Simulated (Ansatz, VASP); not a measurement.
# One calculation of Cd6Te, two programs

```
Cd Te
1.0
     6.21166    0.00000    0.00000
    -3.10583    5.37945    0.00000
     0.00000    0.00000    5.63494
Cd Te
6 1
Direct
  0.50000 0.00000 0.00000
  0.00000 0.50000 0.00000
  0.50000 0.50000 0.00000
  0.00000 0.00000 0.00000
  0.33333 0.66667 0.50000
  0.66667 0.33333 0.50000
  0.00000 0.00000 0.50000
```

Alike in both runs: functional PBE; k mesh 3 × 3 × 3; occupations gaussian, width 0.2 eV; no spin polarisation.

Ansatz relaxed the structure, and its values are those at the end. VASP's run is a single point on that final structure, the one shown.

|  | VASP | Ansatz |
| --- | --- | --- |
| version | VASP 6.6.1 | Ansatz 0.2.0 |
| potentials or method | VASP PAW PBE potentials, release 64 (Cd, Te), cutoff 520 eV | scalar-relativistic, plane waves, PAW |
| valence electrons in the cell | 78 | 136 |

```tsv
	VASP	Ansatz	Ansatz less VASP
gap on the k mesh at the Fermi level (eV)	none	none	-
pressure (GPa)	0.0	-0.2	-0.16
```

A gap of «none» marks a metal or a gap that the smearing closes. With one functional, cell and mesh, what is left measures potentials, basis and numerics. VASP's potentials hold 78 valence electrons a cell and Ansatz's 136, so a difference there can come from the potentials and not from the codes.

The k mesh is coarse, so the values compare programs but aren't converged. Spin-orbit coupling is off throughout.
